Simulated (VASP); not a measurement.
# GaN (P6_3mc) in VASP: a series of runs

The runs below take GaN through single point, with r2SCAN.

Program: VASP 6.6.1. These are calculated values, not measurements. Logs are shortened: lines on timing, memory, paths and dates and some standing lists are left out, and cuts for length are marked.

### Step 1. The cell of the first run

Symmetry: P6_3mc, No. 186, hexagonal system. Conventional cell: a = 3.132 Å, b = 3.132 Å, c = 5.166 Å, α = 90.00°, β = 90.00°, γ = 120.00°. Ga (site symmetry 3m) has 4 N at 1.92 to 1.94 Å within 2.5 Å. N (site symmetry 3m) has 4 Ga at 1.92 to 1.94 Å within 2.5 Å.

### Step 2. Single point, r2SCAN (strain -0.015 along x and y, +0.000 along z)

File POSCAR:

```
GaN
1.0
    3.1322996656      0.0000000000      0.0000000000
   -1.5661498328      2.7126510826      0.0000000000
    0.0000000000      0.0000000000      5.1660000000
Ga N
2 2
Direct
    0.3333333333      0.6666666667      0.0000000000
    0.6666666667      0.3333333333      0.5000000000
    0.3333333333      0.6666666667      0.3750000000
    0.6666666667      0.3333333333      0.8750000000
```

File INCAR.step1:

```
PREC     = Accurate       # precision mode
ENCUT    = 1460           # plane-wave cutoff, eV
ISMEAR   = 0              # smearing method
SIGMA    = 0.05           # smearing width, eV
LREAL    = False          # projectors in reciprocal space
LASPH    = True           # aspherical terms in the spheres
NELM     = 120            # most SCF steps
NBANDS   = 26             # bands
GGA      = PE             # functional
ALGO     = Normal         # electronic algorithm
EDIFF    = 1E-5           # SCF threshold, eV
LWAVE    = True           # write WAVECAR
LCHARG   = False          # write CHGCAR
GGA_COMPAT= False
```

File INCAR.step2:

```
PREC     = Accurate       # precision mode
ENCUT    = 1460           # plane-wave cutoff, eV
EDIFF    = 1E-6           # SCF threshold, eV
ISMEAR   = 0              # smearing method
SIGMA    = 0.05           # smearing width, eV
LREAL    = False          # projectors in reciprocal space
LASPH    = True           # aspherical terms in the spheres
NELM     = 120            # most SCF steps
ALGO     = Normal         # electronic algorithm
ISIF     = 2              # what is computed and relaxed
LWAVE    = False          # write WAVECAR
LCHARG   = False          # write CHGCAR
METAGGA  = R2SCAN         # meta-GGA
LMIXTAU  = True         
NBANDS   = 26             # bands
ISTART   = 1            
GGA_COMPAT= False
```

File KPOINTS:

```
Automatic mesh
0
Gamma
  12 12 6
```

Potentials or basis: VASP PAW PBE potentials, release 64 (Ga_d, N_h).

On the command line:

```console
> cat potpaw_PBE.64/Ga_d/POTCAR potpaw_PBE.64/N_h/POTCAR > POTCAR
> cp INCAR.step1 INCAR
> mpirun -np 1 vasp_std > vasp.out
> cp INCAR.step2 INCAR
> mpirun -np 1 vasp_std > vasp.out
```

OUTCAR:

```text
PREC = Accurate
   ENCUT = 1460
   EDIFF = 1E-6
   ISMEAR = 0
   LREAL = False
   LASPH = True
   NELM = 120
   ISIF = 2
   METAGGA = R2SCAN
   ISTART = 1

 ion  position               nearest neighbor table
   1  0.333  0.667  0.000-   4 1.92   4 1.92   4 1.92   3 1.94
   2  0.667  0.333  0.500-   3 1.92   3 1.92   3 1.92   4 1.94
   3  0.333  0.667  0.375-   2 1.92   2 1.92   2 1.92   1 1.94
   4  0.667  0.333  0.875-   1 1.92   1 1.92   1 1.92   2 1.94

  LATTYP: Found a hexagonal cell.
 ALAT       =     3.1322996656
 C/A-ratio  =     1.6492674876

  Lattice vectors:

 A1 = (   3.1322996656,   0.0000000000,   0.0000000000)
 A2 = (  -1.5661498328,   2.7126510826,   0.0000000000)
 A3 = (   0.0000000000,   0.0000000000,   5.1660000000)

Analysis of symmetry for initial positions (statically):
=====================================================================
 Subroutine PRICEL returns:
 Original cell was already a primitive cell.

 Routine SETGRP: Setting up the symmetry group for a
 hexagonal supercell.

 Subroutine GETGRP returns: Found 12 space group operations
 (whereof  6 operations were pure point group operations)
 out of a pool of 24 trial point group operations.

The static configuration has the point symmetry C_3v.
 The point group associated with its full space group is C_6v.

Analysis of symmetry for dynamics (positions and initial velocities):
=====================================================================
 Subroutine PRICEL returns:
 Original cell was already a primitive cell.

 Routine SETGRP: Setting up the symmetry group for a
 hexagonal supercell.

 Subroutine GETGRP returns: Found 12 space group operations
 (whereof  6 operations were pure point group operations)
 out of a pool of 24 trial point group operations.

The dynamic configuration has the point symmetry C_3v.
 The point group associated with its full space group is C_6v.

 Subroutine INISYM returns: Found 12 space group operations
 (whereof  6 operations are pure point group operations),
 and found     1 'primitive' translations

----------------------------------------------------------------------------------------

                                     Primitive cell

  volume of cell :      43.8947

  direct lattice vectors                    reciprocal lattice vectors
     3.132299666  0.000000000  0.000000000     0.319254256  0.184321531  0.000000000
    -1.566149833  2.712651083  0.000000000     0.000000000  0.368643062  0.000000000
     0.000000000  0.000000000  5.166000000     0.000000000  0.000000000  0.193573364

  length of vectors
     3.132299666  3.132299666  5.166000000     0.368643062  0.368643062  0.193573364

  position of ions in fractional coordinates (direct lattice)
     0.333333333  0.666666667  0.000000000
     0.666666667  0.333333333  0.500000000
     0.333333333  0.666666667  0.375000000
     0.666666667  0.333333333  0.875000000

  ion indices of the primitive-cell ions
   primitive index   ion index
                 1           1
                 2           2
                 3           3
                 4           4

----------------------------------------------------------------------------------------

 KPOINTS: Automatic mesh

Automatic generation of k-mesh.
 Grid dimensions read from file:
 generate k-points for:   12   12    6

 Generating k-lattice:

  Cartesian coordinates                     Fractional coordinates (reciprocal lattice)
     0.026604521  0.015360128  0.000000000     0.083333333  0.000000000  0.000000000
     0.000000000  0.030720255  0.000000000     0.000000000  0.083333333  0.000000000
     0.000000000  0.000000000  0.032262227     0.000000000  0.000000000  0.166666667

  Length of vectors
     0.030720255  0.030720255  0.032262227

  Shift w.r.t. Gamma in fractional coordinates (k-lattice)
     0.000000000  0.000000000  0.000000000

 Subroutine IBZKPT returns following result:
 ===========================================

 Found     76 irreducible k-points:

 Following reciprocal coordinates:
            Coordinates               Weight
  0.000000  0.000000  0.000000      1.000000
  0.083333 -0.000000  0.000000      6.000000
  0.166667 -0.000000  0.000000      6.000000
  0.250000 -0.000000  0.000000      6.000000
  0.333333 -0.000000  0.000000      6.000000
  0.416667 -0.000000  0.000000      6.000000
[... 16 lines left out ...]
  0.250000 -0.000000  0.166667     12.000000
  0.333333 -0.000000  0.166667     12.000000
 [... further k-points ...]
   k-points           NKPTS =     76   k-points in BZ     NKDIM =     76   number of bands    NBANDS=     26
   number of dos      NEDOS =    301   number of ions     NIONS =      4
   total plane-waves  NPLWV = 102400
   dimension x,y,z NGX =    40 NGY =   40 NGZ =   64
   dimension x,y,z NGXF=    80 NGYF=   80 NGZF=  128
   ions per type =               2   2
   NGX,Y,Z   is equivalent  to a cutoff of  21.23, 21.23, 20.60 a.u.
   NGXF,Y,Z  is equivalent  to a cutoff of  42.46, 42.46, 41.19 a.u.
 SYSTEM =  unknown system
   PREC   = accura    normal or accurate (medium, high low for compatibility)
   ISTART =      1    job   : 0-new  1-cont  2-samecut
   ICHARG =      0    charge: 1-file 2-atom 10-const
   ISPIN  =      1    spin polarized calculation?
   LNONCOLLINEAR =      F non collinear calculations
   LSORBIT =      F    spin-orbit coupling
   LASPH  =      T    aspherical Exc in radial PAW
   ENCUT  = 1460.0 eV 107.31 Ry   10.36 a.u.   9.76  9.76 16.09*2*pi/ulx,y,z
   NELM   =    120;   NELMIN=  2; NELMDL=  0     # of ELM steps
   EDIFF  = 0.1E-05   stopping-criterion for ELM
   LREAL  =      F    real-space projection
   EDIFFG = 0.1E-04   stopping-criterion for IOM
   NSW    =      0    number of steps for IOM
   IBRION =     -1    ionic relax: 0-MD 1-quasi-New 2-CG
   NFREE  =      0    steps in history (QN), initial steepest desc. (CG)
   ISIF   =      2    stress and relaxation
   ISYM   =      2    0-nonsym 1-usesym 2-fastsym
   POTIM  = 0.5000    time-step for ionic-motion
   TEBEG  =    0.0;   TEEND  =   0.0 temperature during run
   PSTRESS=    0.0 pullay stress
   NELECT =      36.0000    total number of electrons
   NUPDOWN=      -1.0000    fix difference up-down
   EMIN   =  10.00;   EMAX   =-10.00  energy-range for DOS
   EFERMI =   0.00;   METHOD = LEGACY
   ISMEAR =     0;   SIGMA  =   0.05  broadening in eV -4-tet -1-fermi 0-gaus
   EFERMI_NEDOS =   21; number of points for ismear=-14 and -15
   IALGO  =     38    algorithm
   IMIX   =      4    mixing-type and parameters
     AMIX     =   0.40;   BMIX     =  1.00
     AMIX_MAG =   1.60;   BMIX_MAG =  1.00
  volume/ion in A,a.u.               =      10.97        74.05
  Fermi-wavevector in a.u.,A,eV,Ry     =   1.532399  2.895814 31.949825  2.348246
  Thomas-Fermi vector in A             =   2.639610
   LORBIT       =      0    0 simple, 1 ext, 2 COOP (PROOUT), +10 PAW based schemes
   METAGGA = R2SCAN    functional components
   LHFCALC =     F    Hartree Fock is set to
   AEXX    =    0.0000 exact exchange contribution
   IVDW    =     0    specifies the selected vdW correction
   LEPSILON=     F    determine dielectric tensor
   LRPA    =     F    only Hartree local field effects (RPA)
 non-spin polarized calculation
 Gauss-broadening in eV      SIGMA  =   0.05
  energy-cutoff  :     1460.00
  volume of cell :       43.89
 maximum number of plane-waves:      5613
 NGX is ok and might be reduce to    40
   NGX = 19   NGY = 19   NGZ = 33

 number of electron      36.0000000 magnetization

 Free energy of the ion-electron system (eV)
  ---------------------------------------------------
  ext. energy  EPLUGINS =         0.00000000
  ---------------------------------------------------
  free energy    TOTEN  =       -43.77498159 eV

  energy without entropy =      -43.77498159  energy(sigma->0) =      -43.77498159

 E-fermi :   6.0778     XC(G=0): -12.8684

 val. band max:        5.8300863334   @ k =   0.0000   0.0000   0.0000
 cond. band min:       8.3675898517   @ k =   0.0000   0.0000   0.0000
 fundamental gap:      2.5375035183
 Fermi energy:         6.0777557441

 k-point     1 :       0.0000    0.0000    0.0000
  band No.  band energies     occupation
      1     -11.3250      2.00000
      2     -10.2217      2.00000
      3      -8.0595      2.00000
      4      -8.0406      2.00000
      5      -8.0406      2.00000
      6      -7.9665      2.00000
[... 18 lines left out ...]
     25      18.6527      0.00000
     26      18.6527      0.00000

 k-point     2 :       0.0833   -0.0000    0.0000
  band No.  band energies     occupation
      1     -11.2500      2.00000
      2     -10.1976      2.00000
      3      -8.0520      2.00000
      4      -8.0286      2.00000
      5      -8.0185      2.00000
      6      -7.9572      2.00000
[... 18 lines left out ...]
     25      18.2562      0.00000
     26      18.8206      0.00000

 k-point     3 :       0.1667   -0.0000    0.0000
  band No.  band energies     occupation
      1     -11.0430      2.00000
      2     -10.1369      2.00000
      3      -8.0239      2.00000
      4      -7.9988      2.00000
      5      -7.9570      2.00000
      6      -7.9186      2.00000
[... 18 lines left out ...]
     25      18.1940      0.00000
     26      19.2007      0.00000

 k-point     4 :       0.2500   -0.0000    0.0000
  band No.  band energies     occupation
      1     -10.7585      2.00000
      2     -10.0666      2.00000
      3      -7.9932      2.00000
      4      -7.9675      2.00000
      5      -7.8937      2.00000
      6      -7.8461      2.00000
[... 18 lines left out ...]
     25      18.2463      0.00000
     26      19.5132      0.00000

 k-point     5 :       0.3333   -0.0000    0.0000
  band No.  band energies     occupation
      1     -10.4814      2.00000
      2     -10.0121      2.00000
      3      -7.9762      2.00000
      4      -7.9492      2.00000
      5      -7.8510      2.00000
      6      -7.7881      2.00000
[... 18 lines left out ...]
     25      18.4458      0.00000
     26      20.0470      0.00000

 k-point     6 :       0.4167   -0.0000    0.0000
  band No.  band energies     occupation
      1     -10.2901      2.00000
      2      -9.9844      2.00000
      3      -7.9744      2.00000
      4      -7.9434      2.00000
      5      -7.8288      2.00000
      6      -7.7725      2.00000
[... 427 lines left out ...]
 k-point    21 :       0.0833   -0.0000    0.1667
  band No.  band energies     occupation
      1     -11.1676      2.00000
      2     -10.2456      2.00000
      3      -8.0399      2.00000
      4      -8.0256      2.00000
      5      -8.0063      2.00000
      6      -7.9642      2.00000
[... 18 lines left out ...]
     25      18.1025      0.00000
     26      18.5501      0.00000

 k-point    22 :       0.1667   -0.0000    0.1667
  band No.  band energies     occupation
      1     -10.9679      2.00000
      2     -10.1752      2.00000
      3      -8.0176      2.00000
      4      -7.9943      2.00000
      5      -7.9534      2.00000
      6      -7.9153      2.00000
[... 18 lines left out ...]
     25      17.8365      0.00000
     26      18.9775      0.00000

 k-point    23 :       0.2500   -0.0000    0.1667
  band No.  band energies     occupation
      1     -10.6961      2.00000
      2     -10.0924      2.00000
      3      -7.9917      2.00000
      4      -7.9599      2.00000
      5      -7.9069      2.00000
      6      -7.8547      2.00000
[... 18 lines left out ...]
     25      17.9529      0.00000
     26      19.5628      0.00000

 k-point    24 :       0.3333   -0.0000    0.1667
  band No.  band energies     occupation
      1     -10.4349      2.00000
      2     -10.0268      2.00000
      3      -7.9793      2.00000
      4      -7.9379      2.00000
      5      -7.8700      2.00000
      6      -7.7977      2.00000
[... 18 lines left out ...]
     25      18.1741      0.00000
     26      20.0125      0.00000

 [... further k-points ...]

------------------------ aborting loop because EDIFF is reached ----------------------------------------

  FORCE on cell =-STRESS in cart. coord.  units (eV):
  Direction    XX          YY          ZZ          XY          YZ          ZX
  --------------------------------------------------------------------------------------
  -------------------------------------------------------------------------------------
  Total        2.7952798      2.7952798      1.5722514      0.0000000     -0.0000000      0.0000000
  in kB      102.0291410    102.0291410     57.3879795      0.0000000     -0.0000000      0.0000000
  external PRESSURE =      87.1487538 kB  Pullay stress =       0.0000000 kB

 VOLUME and BASIS-vectors are now :
 -----------------------------------------------------------------------------
  energy-cutoff  :     1460.00
  volume of cell :       43.89
      direct lattice vectors                 reciprocal lattice vectors
     3.132299666  0.000000000  0.000000000     0.319254256  0.184321531  0.000000000
    -1.566149833  2.712651083  0.000000000     0.000000000  0.368643062  0.000000000
     0.000000000  0.000000000  5.166000000     0.000000000  0.000000000  0.193573364

 POSITION                                       TOTAL-FORCE (eV/Angst)
 -----------------------------------------------------------------------------------
     -0.00000      1.80843      0.00000        -0.000000      0.000000      0.044496
      1.56615      0.90422      2.58300         0.000000     -0.000000      0.044496
     -0.00000      1.80843      1.93725         0.000000     -0.000000     -0.044496
      1.56615      0.90422      4.52025        -0.000000      0.000000     -0.044496
 -----------------------------------------------------------------------------------
    total drift:                               -0.000000      0.000000     -0.004290

  FREE ENERGIE OF THE ION-ELECTRON SYSTEM (eV)
  ---------------------------------------------------
  free  energy   TOTEN  =       -43.7749815931 eV

  energy  without entropy=      -43.7749815931  energy(sigma->0) =      -43.77498159
```

Run time: 13 min. Hardware: 1 thread of Intel Xeon 6975P-C (Granite Rapids), shared host; peak memory 0.58 GiB.

What came out:

```yaml
Free_energy: -43.7750 eV
Pressure: 8.7 GPa
Largest_force: 0.044 eV/Å
Band_gap_on_the_k_mesh: 2.54 eV
```

Forces on the atoms (eV/Å):
```
Ga   0.000  0.000  0.044
Ga   0.000  0.000  0.044
N    0.000  0.000 -0.044
N    0.000  0.000 -0.044
```

Levels at points of the mesh, in eV from the valence-band top:
| k point | band 16 | band 17 | band 18 | band 19 | band 20 | band 21 |
| --- | --- | --- | --- | --- | --- | --- |
| (0.00, 0.00, 0.00) | -0.12 | 0.00 | 0.00 | 2.54 | 5.18 | 10.05 |
| (0.50, 0.00, 0.00) | -2.93 | -2.39 | -1.09 | 5.76 | 6.26 | 6.57 |
| (0.00, 0.00, 0.50) | -0.55 | -0.55 | -0.55 | 5.03 | 5.03 | 9.30 |
| (0.50, 0.00, 0.50) | -2.12 | -2.08 | -2.08 | 4.95 | 4.95 | 8.62 |

Caveat: the cell differs from its parent crystal (strain -0.015 along x and y, +0.000 along z); the cell stands under pressure; the PAW data sets were made with another functional, which shifts forces and pressure a little.

(Part 1 of 2 ends here.)
